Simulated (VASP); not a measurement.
Write the native input for VASP 6.6.1 that does the following.

```yaml
Task: single point
Functional: PBEsol
Potentials_or_basis: VASP PAW PBE potentials, release 64 (Hf_pv)
Cutoff: 520 eV
k_mesh: 18 × 18 × 18
Occupations: gaussian, width 0.15 eV
Spin: no spin polarisation
Dipole_correction: no
Further_INCAR_settings: ALGO = Fast; EDIFF = 1e-06; NBANDS = 11
```

The structure of Hf lies in POSCAR:

```
Hf
1.0
   -1.8050000000      1.7508500000      1.7508500000
    1.8050000000     -1.8591500000      1.8591500000
    1.8050000000      1.8591500000     -1.8591500000
Hf
1
Direct
    0.0000000000      0.0000000000      0.0000000000
```

This cell differs from its parent crystal: strain -0.0600 x Voigt [0, 0, 0, 1, 0, 0].

These files were run (other wordings do the same):

INCAR

```
SYSTEM = Hf
PREC = Accurate
ENCUT = 520
EDIFF = 1E-6
ISMEAR = 0
SIGMA = 0.15
LREAL = .False.
LASPH = .True.
NELM = 100
ALGO = Fast
ISIF = 2
LWAVE = .False.
LCHARG = .False.
GGA = PS
NBANDS = 11
```

KPOINTS

```
Automatic mesh
0
Gamma
  18 18 18
  0 0 0
```

Potentials or basis: VASP PAW PBE potentials, release 64 (Hf_pv).

Launch:

```bash
$ cat potpaw_PBE.64/Hf_pv/POTCAR > POTCAR
$ mpirun -np 1 vasp_std > vasp.out
```

It gave:

The pressure is -9.2 GPa and the band gap on the k mesh is zero (band 5 reaches 5.49 eV, above the bottom of band 6 at 3.47 eV).

Caveat: the cell differs from its parent crystal (strain -0.0600 x Voigt [0, 0, 0, 1, 0, 0]); the PAW data sets were made with another functional, which shifts forces and pressure a little; spin-orbit coupling is left out, which moves the levels of the heavy elements.

Run time: 85 s on 1 thread of Intel(R) Xeon(R) Platinum 8375C CPU @ 2.90GHz (Ice Lake), on a shared host, peak memory 0.32 GiB.
